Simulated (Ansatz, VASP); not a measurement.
One calculation of Sn, two programs

```xyz
6
Lattice="6.2179 0.0000 0.0000 -3.1089 5.3848 0.0000 0.0000 0.0000 5.4729" Properties=species:S:1:pos:R:3 pbc="T T T"
Sn    0.0000    0.0000    0.0000
Sn    3.1089    0.0000    2.7365
Sn    1.5545    2.6924    2.7365
Sn   -1.5545    2.6924    2.7365
Sn    0.0000    3.5899    0.0000
Sn    3.1089    1.7949    0.0000
```

Alike in both runs: functional PBE; k mesh 3 × 3 × 4; occupations gaussian, width 0.1 eV; no spin polarisation.

Ansatz relaxed the structure, and its values are those at the end. VASP's run is a single point on that final structure, the one shown.

|  | VASP | Ansatz |
| --- | --- | --- |
| version | VASP 6.6.1 | Ansatz 0.2.0 |
| potentials or method | VASP PAW PBE potentials, release 64 (Sn_d), cutoff 520 eV | scalar-relativistic, plane waves, PAW |
| valence electrons in the cell | 84 | 84 |

```csv
,VASP,Ansatz,Ansatz less VASP
gap on the k mesh at the Fermi level (eV),none,none,-
pressure (GPa),0.0,0.1,+0.05
```

A gap of «none» marks a metal or a gap that the smearing closes.

The k mesh is coarse, so the values compare programs but aren't converged.
